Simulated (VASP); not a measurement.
Here is a VASP 6.6.1 calculation.

Contents of INCAR:

```
PREC = Accurate ; ENCUT = 520
EDIFF = 1E-6 ; ISMEAR = 0
SIGMA = 0.03 ; LREAL = False
LASPH = True ; NELM = 60
ALGO = Normal ; ISIF = 2
LWAVE = False ; LCHARG = False
GGA = PE ; NBANDS = 17
```

KPOINTS

```
Automatic mesh
0
Gamma
  10 10 10
```

The input POSCAR:

```
PbS
1.0
    0.0000000000      2.9650000000      2.9650000000
    2.9650000000      0.0000000000      2.9650000000
    2.9650000000      2.9650000000      0.0000000000
Pb S
1 1
Direct
    0.0000000000      0.0000000000      0.0000000000
    0.5024340231      0.5024340231      0.5024340231
```

Potentials or basis: VASP PAW PBE potentials, release 64 (Pb_d, S).

Command:

```bash
$ cat potpaw_PBE.64/Pb_d/POTCAR potpaw_PBE.64/S/POTCAR > POTCAR
$ mpirun -np 1 vasp_std > vasp.out
```

Problem. What does it give for the pressure?

Solution. 2.2 GPa.

Problem. What does it give for the band gap on the k mesh?

Solution. 0.36 eV.

Forces on the atoms (eV/Å):
```
Pb   0.008  0.008  0.008
S   -0.008 -0.008 -0.008
```

Caveat: spin-orbit coupling is left out, which moves the levels of the heavy elements. A k mesh can miss the band edges.
